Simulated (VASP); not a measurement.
A run of VASP 6.6.1:

Contents of INCAR:

```
SYSTEM = Zn7S8
  PREC = Accurate
  ENCUT = 520
  EDIFF = 1E-7
  ISMEAR = 0
  SIGMA = 0.02
  LREAL = Auto
  LASPH = .TRUE.
  NELM = 60
  ALGO = Normal
  ISIF = 2
  LWAVE = .FALSE.
  LCHARG = .FALSE.
  NELECT = 134.0
  NBANDS = 79
```

Contents of KPOINTS:

```
Automatic mesh
0
G
  2 2 2
  0 0 0
```

Contents of POSCAR:

```
Zn7S8
1.0
    0.0000000000      5.2968478578     -5.2968478578
    5.2968478578      5.2968478578      0.0000000000
    5.2968478578      0.0000000000     -5.2968478578
Zn S
7 8
Direct
   -0.0391277993     -0.2108718298      0.4608714589
    0.4467151150      0.0232557180      0.5067734759
    0.5409391731      0.4718971674      0.5152665459
    0.0067733680      0.0232558124      0.9467150340
    0.0152661549      0.4718971674      1.0409393753
    0.4947230070     -0.0048973466      0.9947228317
    0.4947231014      0.5154514672      0.9947229261
    0.1172213204      0.0907378337      0.1447930015
    0.1172213204      0.6472478712      0.1447930015
    0.6136942361      0.1363057840      0.1136942227
    0.6375773084      0.6124225364      0.1375776725
    0.0922454284      0.1577545783      0.5922452531
    0.1724421816      0.5775576498      0.6724423838
    0.6447931094      0.0907377393      0.6172214282
    0.6447931094      0.6472477768      0.6172214282
```

Potentials or basis: VASP PAW LDA potentials, release 64 (Zn, S).

Command:

```bash
$ cat potpaw_LDA.64/Zn/POTCAR potpaw_LDA.64/S/POTCAR > POTCAR
$ mpirun -np 1 vasp_std > vasp.out
```

Hardware: 1 thread of Intel(R) Xeon(R) Platinum 8259CL CPU @ 2.50GHz (Skylake/Cascade Lake) (shared host).

Q: Estimate the wall time of this run.

A: Run time: 4.6 min on 1 thread of Intel(R) Xeon(R) Platinum 8259CL CPU @ 2.50GHz (Skylake/Cascade Lake), on a shared host, peak memory 0.36 GiB. Counts: scf iterations 18, k points 5.
